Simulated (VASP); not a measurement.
Input of a VASP 6.6.1 run:

Contents of INCAR:

```
SYSTEM = Ta
PREC = Accurate
ENCUT = 520
EDIFF = 1E-6
ISMEAR = 0
SIGMA = 0.1
LREAL = .False.
LASPH = .True.
NELM = 80
ALGO = Fast
ISIF = 2
LWAVE = .False.
LCHARG = .False.
GGA = PS
NBANDS = 12
```

KPOINTS

```
Automatic mesh
0
Gamma
  18 18 18
  0 0 0
```

The input POSCAR:

```
Ta
1.0
   -1.6402597622      1.6402597622      1.6402597622
    1.6402597622     -1.6402597622      1.6402597622
    1.6402597622      1.6402597622     -1.6402597622
Ta
1
Direct
    0.0000000000      0.0000000000      0.0000000000
```

Potentials or basis: VASP PAW PBE potentials, release 64 (Ta_pv).

Command:

```console
$ cat potpaw_PBE.64/Ta_pv/POTCAR > POTCAR
$ mpirun -np 1 vasp_std > vasp.out
```

(1) What does it give for the pressure?

Answers

(1) 0.2 GPa.

Caveat: the PAW data sets were made with another functional, which shifts forces and pressure a little.
